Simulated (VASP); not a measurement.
Input of a VASP 6.6.1 run:

INCAR

```
PREC = Accurate
ENCUT = 520
EDIFF = 1E-6
ISMEAR = 0
SIGMA = 0.1
LREAL = False
LASPH = True
NELM = 100
ALGO = Normal
ISIF = 2
LWAVE = False
LCHARG = False
GGA = PE
NBANDS = 33
```

The input KPOINTS:

```
regular mesh
0
Gamma
  3 3 4
```

File POSCAR:

```
Ba2C
1.0
    5.7951470200      0.0000000000      0.0000000000
   -2.8975735100      5.0187445400      0.0000000000
    0.0000000000      0.0000000000      5.7389557400
Ba C
4 2
Direct
    0.8281341900      0.1718658100      0.2020438300
    0.8281341900      0.6562683800      0.2020438300
    0.3437316200      0.1718658100      0.2020438300
    0.3333333300      0.6666666700      0.9930079200
    0.6666666700      0.3333333300      0.3822070000
    0.0000000000      0.0000000000      0.8555184000
```

Potentials or basis: VASP PAW PBE potentials, release 64 (Ba_sv, C).

The run is started by

```bash
$ cat potpaw_PBE.64/Ba_sv/POTCAR potpaw_PBE.64/C/POTCAR > POTCAR
$ mpirun -np 1 vasp_std > vasp.out
```

What does it give for the largest force?

14.601 eV/Å.

Estimate the band gap on the k mesh.

zero (band 24 reaches 3.22 eV, above the bottom of band 25 at 2.99 eV).

Predict the pressure.

35.9 GPa.

Forces on the atoms (eV/Å):
```
Ba   8.863 -5.117 -3.591
Ba   0.000 10.234 -3.591
Ba  -8.863 -5.117 -3.591
Ba   0.000  0.000 -3.785
C    0.000  0.000 14.601
C    0.000  0.000 -0.041
```

Caveat: the k points lie up to 0.42 Å⁻¹ apart; spin-orbit coupling is left out, which moves the levels of the heavy elements; forces of over 1 eV/Å act on the atoms, so gaps and moduli don't describe the material at rest.
